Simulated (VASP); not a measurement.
Write the native input for VASP 6.6.1 that does the following.

* Task: G0W0 quasiparticle levels
* Functional: PBE
* Potentials or basis: VASP PAW PBE potentials, release 64 (Pb_d_GW, Te_GW)
* Cutoff: 500 eV
* k mesh: 4 × 4 × 4
* Occupations: gaussian, width 0.01 eV
* Spin: no spin polarisation
* Dipole correction: no
* GW scheme: G0W0
* GW iterations: 1
* Cutoff of the response function: 150
* Frequency points: 96
* Empty bands: 274
* Further INCAR settings: ALGO = EVGW0; EDIFF = 1e-08; NBANDS = 285

Crystal: TePb.

```xyz
2
Lattice="0.0000 3.2025 3.2025 3.2025 0.0000 3.2025 3.2025 3.2025 0.0000" Properties=species:S:1:pos:R:3 pbc="T T T"
Pb    0.0000    0.0000    0.0000
Te    3.2025    3.2025    3.2025
```

These files were run (other wordings do the same):

POSCAR

```
TePb
1.0
    0.0000000000      3.2024801118      3.2024801118
    3.2024801118      0.0000000000      3.2024801118
    3.2024801118      3.2024801118      0.0000000000
Pb Te
1 1
Direct
    0.0000000000      0.0000000000      0.0000000000
    0.5000000000      0.5000000000      0.5000000000
```

INCAR.step1

```
SYSTEM = TePb
PREC = Accurate
ENCUT = 500
EDIFF = 1E-8
ISMEAR = 0
SIGMA = 0.01
LREAL = .False.
LASPH = .True.
NELM = 60
ALGO = Normal
LWAVE = .True.
LCHARG = .False.
GGA = PE
```

INCAR.step2

```
SYSTEM = TePb
PREC = Accurate
ENCUT = 500
EDIFF = 1E-8
ISMEAR = 0
SIGMA = 0.01
LREAL = .False.
LASPH = .True.
NELM = 1
ALGO = Exact
LWAVE = .True.
LCHARG = .False.
GGA = PE
NBANDS = 285
LOPTICS = .True.
ISTART = 1
```

INCAR.step3

```
SYSTEM = TePb
PREC = Accurate
ENCUT = 500
EDIFF = 1E-8
ISMEAR = 0
SIGMA = 0.01
LREAL = .False.
LASPH = .True.
ALGO = EVGW0
LWAVE = .False.
LCHARG = .False.
GGA = PE
NELMGW = 1
NBANDS = 285
ENCUTGW = 150.0
NOMEGA = 96
PRECFOCK = Fast
ISTART = 1
NBANDSGW = 19
OMEGAMAX = 20
```

KPOINTS

```
Automatic mesh
0
Gamma
  4 4 4
  0 0 0
```

Potentials or basis: VASP PAW PBE potentials, release 64 (Pb_d_GW, Te_GW).

The run is started by

```sh
$ cat potpaw_PBE.64/Pb_d_GW/POTCAR potpaw_PBE.64/Te_GW/POTCAR > POTCAR
$ cp INCAR.step1 INCAR
$ mpirun -np 1 vasp_std > vasp.out
$ cp INCAR.step2 INCAR
$ mpirun -np 1 vasp_std > vasp.out
$ cp INCAR.step3 INCAR
$ mpirun -np 1 vasp_std > vasp.out
```

Results of the run:

```yaml
Quasiparticle_gap: 1.03 eV
Least_direct_quasiparticle_gap: 1.03 eV
Band_gap_of_the_starting_levels_on_the_mesh: 0.67 eV
Least_direct_gap_of_the_starting_levels_on_the_mesh: 0.67 eV
```

Caveat: the k points lie up to 0.42 Å⁻¹ apart; bands, screening cutoff and mesh are small and nothing is extrapolated, so the quasiparticle values aren't converged; the structure was generated, so it needn't be the stable form of TePb; spin-orbit coupling is left out, which moves the levels of the heavy elements.

Run time: 8.4 min on 1 thread of AMD EPYC 9R45 96-Core Processor (Zen 5), with other jobs on the host, peak memory 0.95 GiB.
